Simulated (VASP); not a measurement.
AgBr (rocksalt type): single point with PBE

AgBr (rocksalt type):

```
Ag Br
1.0
     0.00000    2.94458    2.94458
     2.94458    0.00000    2.94458
     2.94458    2.94458    0.00000
Ag Br
1 1
Direct
  0.00000 0.00000 0.00000
  0.50000 0.50000 0.50000
```

This cell differs from its parent crystal: volume scaled by 1.025.

| Item | Value |
| --- | --- |
| Program | VASP 6.6.1 |
| Task | single point |
| Functional | PBE |
| Potentials or basis | VASP PAW PBE potentials, release 64 (Ag, Br) |
| Cutoff | 500 eV |
| k mesh | 13 × 13 × 13 |
| Occupations | fermi-dirac, width 0.03 eV |
| Spin | no spin polarisation |
| Dipole correction | no |
| Further INCAR settings | ALGO = Normal; EDIFF = 1e-06; NBANDS = 16 |

- Pressure: -0.9 GPa
- Band gap on the k mesh: 0.72 eV, indirect (least direct gap 2.36 eV)

Levels at points of the mesh, in eV from the valence-band top:
| k point | band 5 | band 6 | band 7 | band 8 | band 9 | band 10 | band 11 | band 12 | band 13 | band 14 |
| --- | --- | --- | --- | --- | --- | --- | --- | --- | --- | --- |
| (0.00, 0.00, 0.00) | -2.48 | -2.48 | -1.65 | -1.65 | -1.65 | 0.72 | 9.95 | 9.95 | 9.95 | 11.31 |

Wall time 25 s on 1 thread of AMD EPYC 9R45 96-Core Processor (Zen 5), with other jobs on the host, peak memory 0.19 GiB.

 A k mesh can miss the band edges.
